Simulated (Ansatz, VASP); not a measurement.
# Two plane-wave programs on In3SbAs2

```xyz
6
Lattice="4.4843 0.0000 0.0000 -2.2421 3.8835 0.0000 0.0000 0.0000 10.9469" Properties=species:S:1:pos:R:3 pbc="T T T"
In    0.0000    0.0000   -0.1389
In    0.0000    2.5890    7.2910
In    2.2421    1.2945    3.7950
Sb    0.0000    0.0000    2.7191
As    0.0000    2.5890    9.9756
As    2.2421    1.2945    6.4621
```

Alike in both runs: functional PBE; k mesh 6 × 6 × 2; occupations gaussian, width 0.1 eV; no spin polarisation.

Ansatz relaxed the structure, and its values are those at the end. VASP's run is a single point on that final structure, the one shown.

```csv
,VASP,Ansatz
version,VASP 6.6.1,Ansatz 0.2.0
potentials or method,"VASP PAW PBE potentials, release 64 (In_d, Sb, As), cutoff 520 eV","scalar-relativistic, plane waves, PAW"
valence electrons in the cell,54,84
```

|  | VASP | Ansatz | Ansatz less VASP |
| --- | --- | --- | --- |
| gap on the k mesh at the Fermi level (eV) | none | none | - |
| pressure (GPa) | 0.2 | 0.1 | -0.02 |
| rms of the force components (eV/Å) | 0.010 | 0.010 | +0.0005 |

A gap of «none» marks a metal or a gap that the smearing closes. The functional is the same, so the differences come from potentials, cutoffs and numerics. VASP's potentials hold 54 valence electrons a cell and Ansatz's 84, so a difference there can come from the potentials and not from the codes.

Neither program's run includes spin-orbit coupling.
